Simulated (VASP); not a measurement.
# BaS (C2) in VASP: a series of runs, part 2 of 2

VASP 6.6.1. The steps go on from the part before.

### Step 3. Relaxation of cell and atoms, PBE

INCAR reads:

```
SYSTEM = BaS
PREC = Accurate ; ENCUT = 600
EDIFF = 1E-6 ; ISMEAR = 0
SIGMA = 0.1 ; LREAL = .False.
LASPH = .True. ; NELM = 80
ALGO = Normal ; ISIF = 3
LWAVE = .False. ; LCHARG = .False.
GGA = PE ; IBRION = 2
NSW = 90 ; EDIFFG = -0.04
```

KPOINTS reads:

```
Automatic mesh
0
Gamma
  6 6 4
  0 0 0
```

POSCAR reads:

```
BaS
1.0
    3.9040198000     -2.1936552100      0.0000000000
    3.9040198000      2.1936552100      0.0000000000
   -2.3886753300      0.0000000000      3.7974436100
Ba S
1 1
Direct
    0.0398525900      0.9601474100      0.0000000000
    0.4601474100      0.5398525900      0.5000000000
```

Potentials or basis: VASP PAW PBE potentials, release 64 (Ba_sv, S).

Run with:

```sh
$ cat potpaw_PBE.64/Ba_sv/POTCAR potpaw_PBE.64/S/POTCAR > POTCAR
$ mpirun -np 1 vasp_std > vasp.out
```

OUTCAR:

```text
SYSTEM = BaS
   PREC = Accurate
   ENCUT = 600
   EDIFF = 1E-6
   ISMEAR = 0
   LREAL = .False.
   LASPH = .True.
   NELM = 80
   ISIF = 3
   GGA = PE
   IBRION = 2
   NSW = 90
   EDIFFG = -0.04

 ion  position               nearest neighbor table
   1  0.040  0.960  0.000-   2 2.90   2 2.90   2 3.33   2 3.33   2 3.39   2 3.39
   2  0.460  0.540  0.500-   1 2.90   1 2.90   1 3.33   1 3.33   1 3.39   1 3.39

  LATTYP: Found a base centered monoclinic cell.
 ALAT       =     7.8080396000
 B/A-ratio  =     0.5618965380
 C/A-ratio  =     0.5745667362
 COS(beta)  =    -0.5324448583

  Lattice vectors:

 A1 = (   3.9040198000,  -2.1936552100,   0.0000000000)
 A2 = (   3.9040198000,   2.1936552100,   0.0000000000)
 A3 = (  -2.3886753300,   0.0000000000,   3.7974436100)

Analysis of symmetry for initial positions (statically):
=====================================================================
 Subroutine PRICEL returns:
 Original cell was already a primitive cell.

 Routine SETGRP: Setting up the symmetry group for a
 base centered monoclinic supercell.

 Subroutine GETGRP returns: Found  2 space group operations
 (whereof  2 operations were pure point group operations)
 out of a pool of  4 trial point group operations.

The static configuration has the point symmetry C_2 .

Analysis of symmetry for dynamics (positions and initial velocities):
=====================================================================
 Subroutine PRICEL returns:
 Original cell was already a primitive cell.

 Routine SETGRP: Setting up the symmetry group for a
 base centered monoclinic supercell.

 Subroutine GETGRP returns: Found  2 space group operations
 (whereof  2 operations were pure point group operations)
 out of a pool of  4 trial point group operations.

The dynamic configuration has the point symmetry C_2 .

 Subroutine INISYM returns: Found  2 space group operations
 (whereof  2 operations are pure point group operations),
 and found     1 'primitive' translations

----------------------------------------------------------------------------------------

                                     Primitive cell

  volume of cell :      65.0432

  direct lattice vectors                    reciprocal lattice vectors
     3.904019800 -2.193655210  0.000000000     0.128073121 -0.227930077  0.080560802
     3.904019800  2.193655210  0.000000000     0.128073121  0.227930077  0.080560802
    -2.388675330  0.000000000  3.797443610     0.000000000  0.000000000  0.263335049

  length of vectors
     4.478112747  4.478112747  4.486239829     0.273577936  0.273577936  0.263335049

  position of ions in fractional coordinates (direct lattice)
     0.039852590  0.960147410  0.000000000
     0.460147410  0.539852590  0.500000000

  ion indices of the primitive-cell ions
   primitive index   ion index
                 1           1
                 2           2

----------------------------------------------------------------------------------------

 KPOINTS: Automatic mesh

Automatic generation of k-mesh.
 Grid dimensions read from file:
 generate k-points for:    6    6    4

 Generating k-lattice:

  Cartesian coordinates                     Fractional coordinates (reciprocal lattice)
     0.021345520 -0.037988346  0.013426800     0.166666667 -0.000000000  0.000000000
[... 68 lines left out ...]
   TEBEG  =    0.0;   TEEND  =   0.0 temperature during run
   PSTRESS=    0.0 pullay stress
   NELECT =      16.0000    total number of electrons
   NUPDOWN=      -1.0000    fix difference up-down
   EMIN   =  10.00;   EMAX   =-10.00  energy-range for DOS
   EFERMI =   0.00;   METHOD = LEGACY
   ISMEAR =     0;   SIGMA  =   0.10  broadening in eV -4-tet -1-fermi 0-gaus
   EFERMI_NEDOS =   21; number of points for ismear=-14 and -15
   IALGO  =     38    algorithm
   IMIX   =      4    mixing-type and parameters
     AMIX     =   0.40;   BMIX     =  1.00
     AMIX_MAG =   1.60;   BMIX_MAG =  1.00
  volume/ion in A,a.u.               =      32.52       219.47
  Fermi-wavevector in a.u.,A,eV,Ry     =   1.025764  1.938413 14.315947  1.052192
  Thomas-Fermi vector in A             =   2.159622
   LORBIT       =      0    0 simple, 1 ext, 2 COOP (PROOUT), +10 PAW based schemes
   GGA     = PE    functional components
   LHFCALC =     F    Hartree Fock is set to
   AEXX    =    0.0000 exact exchange contribution
   IVDW    =     0    specifies the selected vdW correction
   LEPSILON=     F    determine dielectric tensor
   LRPA    =     F    only Hartree local field effects (RPA)
 conjugate gradient relaxation of ions
 non-spin polarized calculation
 Gauss-broadening in eV      SIGMA  =   0.10
  energy-cutoff  :      600.00
  volume of cell :       65.04
 maximum number of plane-waves:      2192
   NGX = 17   NGY = 17   NGZ = 17

--------------------------------------- Ionic step        1  -------------------------------------------

 number of electron      15.9999999 magnetization

 Free energy of the ion-electron system (eV)
  ---------------------------------------------------
  ext. energy  EPLUGINS =         0.00000000
  ---------------------------------------------------
  free energy    TOTEN  =        -9.95875015 eV

  energy without entropy =       -9.95875015  energy(sigma->0) =       -9.95875015

------------------------ aborting loop because EDIFF is reached ----------------------------------------

  FORCE on cell =-STRESS in cart. coord.  units (eV):
  Direction    XX          YY          ZZ          XY          YZ          ZX
  --------------------------------------------------------------------------------------
  -------------------------------------------------------------------------------------
  Total        0.7155658      2.1245300      1.2721565      0.0000000      0.0000000     -1.5372835
  in kB       17.6261890     52.3325317     31.3364223      0.0000000      0.0000000    -37.8671702
  external PRESSURE =      33.7650477 kB  Pullay stress =       0.0000000 kB
[... 89 lines left out ...]
  FREE ENERGIE OF THE ION-ELECTRON SYSTEM (eV)
  ---------------------------------------------------
  free  energy   TOTEN  =       -10.1147984268 eV

  energy  without entropy=      -10.1147984268  energy(sigma->0) =      -10.11479843

[... ionic steps 4 to 9 ...]

--------------------------------------- Ionic step       10  -------------------------------------------

 number of electron      16.0000001 magnetization

------------------------ aborting loop because EDIFF is reached ----------------------------------------
[... 67 lines left out ...]
--------------------------------------- Ionic step       12  -------------------------------------------

 number of electron      16.0000001 magnetization

 Free energy of the ion-electron system (eV)
  ---------------------------------------------------
  ext. energy  EPLUGINS =         0.00000000
  ---------------------------------------------------
  free energy    TOTEN  =       -10.19377001 eV

  energy without entropy =      -10.19377001  energy(sigma->0) =      -10.19377001

 E-fermi :   1.8134     XC(G=0):  -8.4927

 val. band max:        1.2933326491   @ k =   0.0000   0.0000   0.0000
 cond. band min:       3.4484485843   @ k =   0.5000   0.5000   0.0000
 fundamental gap:      2.1551159352
 Fermi energy:         1.8133947595

 k-point     1 :       0.0000    0.0000    0.0000
  band No.  band energies     occupation
      1     -24.8883      2.00000
      2      -9.9479      2.00000
      3      -9.9476      2.00000
      4      -9.9473      2.00000
      5      -9.0204      2.00000
      6       1.2882      2.00000
      7       1.2912      2.00000
      8       1.2933      2.00000
      9       4.7352      0.00000
     10       5.1442      0.00000
     11       5.1535      0.00000
     12       5.1590      0.00000
[... 331 lines left out ...]
 k-point    24 :      -0.1667    0.1667    0.2500
  band No.  band energies     occupation
      1     -24.8541      2.00000
      2     -10.6231      2.00000
      3     -10.0788      2.00000
      4     -10.0209      2.00000
      5      -8.3424      2.00000
      6      -0.0270      2.00000
      7       0.6235      2.00000
      8       0.9189      2.00000
      9       4.5569      0.00000
     10       6.5450      0.00000
     11       7.2467      0.00000
     12       7.4957      0.00000

 [... further k-points ...]

------------------------ aborting loop because EDIFF is reached ----------------------------------------

  FORCE on cell =-STRESS in cart. coord.  units (eV):
  Direction    XX          YY          ZZ          XY          YZ          ZX
  --------------------------------------------------------------------------------------
  -------------------------------------------------------------------------------------
  Total        0.0183542     -0.0201844      0.0186202      0.0000000      0.0000000      0.0114875
  in kB        0.4370547     -0.4806380      0.4433904      0.0000000      0.0000000      0.2735450
  external PRESSURE =       0.1332691 kB  Pullay stress =       0.0000000 kB
[... 17 lines left out ...]
  FREE ENERGIE OF THE ION-ELECTRON SYSTEM (eV)
  ---------------------------------------------------
  free  energy   TOTEN  =       -10.1937700069 eV

  energy  without entropy=      -10.1937700069  energy(sigma->0) =      -10.19377001

 reached required accuracy - stopping structural energy minimisation
```

OSZICAR:

```text
N       E                     dE             d eps       ncg     rms          rms(c)
DAV:   1     0.952515670284E+02    0.95252E+02   -0.74834E+03  1128   0.129E+03
DAV:   2    -0.474885797587E+01   -0.10000E+03   -0.93235E+02  1556   0.206E+02
[... 105 lines left out ...]
  11 F= -.10193551E+02 E0= -.10193551E+02  d E =-.588865E-03
       N       E                     dE             d eps       ncg     rms          rms(c)
DAV:   1    -0.101951742353E+02   -0.16242E-02   -0.71475E-02  1136   0.203E+00    0.231E-01
DAV:   2    -0.101941032567E+02    0.10710E-02   -0.30338E-03  1412   0.428E-01    0.951E-02
DAV:   3    -0.101937763695E+02    0.32689E-03   -0.81263E-04  1496   0.214E-01    0.445E-02
DAV:   4    -0.101937695086E+02    0.68610E-05   -0.55221E-05  1824   0.536E-02    0.299E-02
DAV:   5    -0.101937700069E+02   -0.49827E-06   -0.88089E-06  1684   0.222E-02
  12 F= -.10193770E+02 E0= -.10193770E+02  d E =-.807982E-03
```

Run time: 4.9 min. Hardware: 1 thread of Intel Xeon Platinum 8488C (Sapphire Rapids), shared host; peak memory 0.24 GiB.

What came out:

```yaml
Free_energy: -10.1938 eV
Relaxed_volume: 33.64 Å³/atom
Relaxed_cell: a = 4.565 Å, b = 4.565 Å, c = 4.564 Å, α = 120.02°, β = 120.02°, γ = 60.07°
Space_group_after_relaxing_to_0.1_Å: Fm-3m (No. 225)
Energy_gained_by_relaxing: 117.5 meV/atom
Ionic_steps: 12
Pressure_after_relaxing: 0.0 GPa
Band_gap_on_the_k_mesh: 2.16 eV (least direct gap 2.31 eV)
```

Stress tensor (GPa, compression positive):
```
 0.04  0.00  0.03
 0.00 -0.05  0.00
 0.03  0.00  0.04
```

Step by step:
```tsv
step	energy change (eV)	largest force (eV/Å)	pressure (GPa)	volume (Å³)
1	0.0000	1.1013	3.38	65.04
2	-0.1541	0.3170	-1.77	71.60
3	-0.1560	0.3787	-1.34	70.79
4	-0.1902	0.3164	-0.39	68.67
5	-0.1974	0.2703	0.41	67.27
6	-0.2165	0.2137	0.26	67.20
7	-0.2305	0.0664	0.18	67.03
8	-0.2306	0.0805	0.17	67.04
9	-0.2338	0.0357	-0.16	67.55
10	-0.2342	0.0152	-0.31	67.81
11	-0.2348	0.0080	0.18	67.01
12	-0.2350	0.0002	0.01	67.28
```

Final structure:
```yaml
crystal:
  lattice:
    - [3.95088, -2.28508, -0.10953]
    - [3.95088, 2.28508, -0.10953]
    - [-2.53308, 0.00000, 3.79657]
  atoms:
    - { symbol: Ba, position: [0.99999, 0.00001, 0.00000] }
    - { symbol: S, position: [0.50001, 0.49999, 0.50000] }
```

Caveat: spin-orbit coupling is left out, which moves the levels of the heavy elements.
